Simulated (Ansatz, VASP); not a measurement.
# Two plane-wave programs on MoS2

INCAR

```
SYSTEM = MoS2
  PREC = Accurate
  ENCUT = 520
  EDIFF = 1E-7
  ISMEAR = -1
  SIGMA = 0.02
  LREAL = .False.
  LASPH = .True.
  NELM = 100
  ALGO = Normal
  ISIF = 2
  LWAVE = .False.
  LCHARG = .False.
  GGA = PE
  NBANDS = 20
```

Contents of KPOINTS:

```
Automatic mesh
0
Gamma
  6 6 6
  0 0 0
```

File POSCAR:

```
MoS2
1.0
    1.5965300489      0.9217570535      6.0772313985
   -1.5965300489      0.9217570535      6.0772313985
    0.0000000000     -1.8435141070      6.0772313985
Mo S
1 2
Direct
    0.0000000000      0.0000000000      0.0000000000
    0.2474267338      0.2474267338      0.2474267338
    0.7525732662      0.7525732662      0.7525732662
```

Input for Ansatz:

```yaml
crystal:
  lattice:
    - [1.5965300489, 0.9217570535, 6.0772313985]
    - [-1.5965300489, 0.9217570535, 6.0772313985]
    - [0.0, -1.843514107, 6.0772313985]
  atoms:
    - { symbol: Mo, position: [0.0, 0.0, 0.0] }
    - { symbol: S, position: [0.2474267338, 0.2474267338, 0.2474267338] }
    - { symbol: S, position: [0.7525732662, 0.7525732662, 0.7525732662] }
kpoints:
  mp_grid: { grid: [6, 6, 6] }
hamiltonian:
  xc: pbe
scf:
  occupations: { method: fermi_dirac, width: 0.02 }
  n_extra_bands: 4
  mixing: { beta: 1.0 }
  max_iter: 80
output:
  forces: true
  stress: true
  eigenvalues: true
```

Alike in both runs: task single point; functional PBE; k mesh 6 × 6 × 6; occupations fermi-dirac, width 0.02 eV; no spin polarisation.

|  | VASP | Ansatz |
| --- | --- | --- |
| version | VASP 6.6.1 | Ansatz 0.2.0 |
| potentials or method | VASP PAW PBE potentials, release 64 (Mo_sv, S) | plane waves |
| plane-wave cutoff (eV) | 520 | 420 |
| valence electrons in the cell | 26 | 26 |

Ansatz gave:

- pressure (GPa): 2.2
- traceless stress, the component that is largest in VASP (GPa): 1.19
- rms of the force components (eV/Å): 0.052

Task: Estimate VASP's values.

Result: Pressure (GPa): 2.1; traceless stress, the component that is largest in VASP (GPa): 1.18; rms of the force components (eV/Å): 0.047.

Atom by atom the forces differ by 0.005 eV/Å (rms over components). With one functional, cell and mesh, what is left measures potentials, basis and numerics.

The k mesh is coarse, so the values compare programs but aren't converged.
